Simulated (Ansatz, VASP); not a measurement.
# Two plane-wave programs on ZrC

POSCAR

```
ZrC
1.0
    0.0000000000      2.5455200000      2.5455200000
    2.5455200000      0.0000000000      2.5455200000
    2.5455200000      2.5455200000      0.0000000000
Zr C
1 1
Direct
    0.5000000000      0.5000000000      0.5000000000
    0.7500000000      0.7500000000      0.7500000000
```

File INCAR.step1:

```
SYSTEM = ZrC
PREC     = Accurate       ! precision mode
ENCUT    = 520            ! plane-wave cutoff, eV
EDIFF    = 1E-5           ! SCF threshold, eV
ISMEAR   = -1             ! smearing method
SIGMA    = 0.05           ! smearing width, eV
LREAL    = .FALSE.        ! projectors in reciprocal space
LASPH    = .TRUE.         ! aspherical terms in the spheres
NELM     = 60             ! most SCF steps
ALGO     = Normal         ! electronic algorithm
ISIF     = 2              ! what is computed and relaxed
LWAVE    = .TRUE.         ! write WAVECAR
LCHARG   = .FALSE.        ! write CHGCAR
GGA      = PE             ! functional
NBANDS   = 15             ! bands
```

Contents of INCAR.step2:

```
SYSTEM = ZrC
PREC     = Accurate       ! precision mode
ENCUT    = 520            ! plane-wave cutoff, eV
EDIFF    = 1E-6           ! SCF threshold, eV
ISMEAR   = -1             ! smearing method
SIGMA    = 0.05           ! smearing width, eV
LREAL    = .FALSE.        ! projectors in reciprocal space
LASPH    = .TRUE.         ! aspherical terms in the spheres
NELM     = 60             ! most SCF steps
ALGO     = Normal         ! electronic algorithm
ISIF     = 2              ! what is computed and relaxed
LWAVE    = .FALSE.        ! write WAVECAR
LCHARG   = .FALSE.        ! write CHGCAR
METAGGA  = R2SCAN         ! meta-GGA
LHFCALC  = .TRUE.         ! exact exchange
AEXX     = 0.25           ! exact-exchange fraction
LMIXTAU  = .TRUE.       
PRECFOCK = Normal       
ISTART   = 1            
NBANDS   = 15             ! bands
```

KPOINTS

```
Automatic mesh
0
G
  5 5 5
  0 0 0
```

The input input.yaml:

```yaml
crystal:
  lattice:
    - [0.0, 2.54552, 2.54552]
    - [2.54552, 0.0, 2.54552]
    - [2.54552, 2.54552, 0.0]
  atoms:
    - { symbol: Zr, position: [0.5, 0.5, 0.5] }
    - { symbol: C, position: [0.75, 0.75, 0.75] }
hamiltonian:
  xc: r2scan0
  pseudopotentials: { kind: paw }
kpoints:
  mp_grid: { grid: [5, 5, 5] }
  band_path:
    path:
      - [[0.0, 0.0, 0.0], [0.5, 0.0, 0.5], [0.5, 0.25, 0.75], [0.375, 0.375, 0.75], [0.0, 0.0, 0.0], [0.5, 0.5, 0.5], [0.625, 0.25, 0.625], [0.5, 0.25, 0.75], [0.5, 0.5, 0.5], [0.375, 0.375, 0.75]]
      - [[0.625, 0.25, 0.625], [0.5, 0.0, 0.5]]
    npoints: 4
scf:
  occupations: { method: fermi_dirac, width: 0.05 }
  n_extra_bands: 6
output:
  forces: true
  stress: true
  eigenvalues: true
  fatbands: false
```

Alike in both runs: functional r2SCAN0; k mesh 5 × 5 × 5; occupations fermi-dirac, width 0.05 eV; no spin polarisation.

```csv
,VASP,Ansatz
version,VASP 6.6.1,Ansatz 0.2.0
potentials or method,"VASP PAW PBE potentials, release 64 (Zr_sv, C)",Ansatz PAW
plane-wave cutoff (eV),520,500
valence electrons in the cell,16,16
task,single point,band structure
```

Ansatz gave:

| Item | Value |
| --- | --- |
| gap on the k mesh at the Fermi level (eV) | 2.31 |
| pressure (GPa) | -1.2 |

Problem. Estimate VASP's values.

Solution. gap on the k mesh at the Fermi level (eV): 2.36; pressure (GPa): -1.2.

VASP's potentials were made for PBE, not for r2SCAN0.

The k mesh is coarse, so the values compare programs but aren't converged.
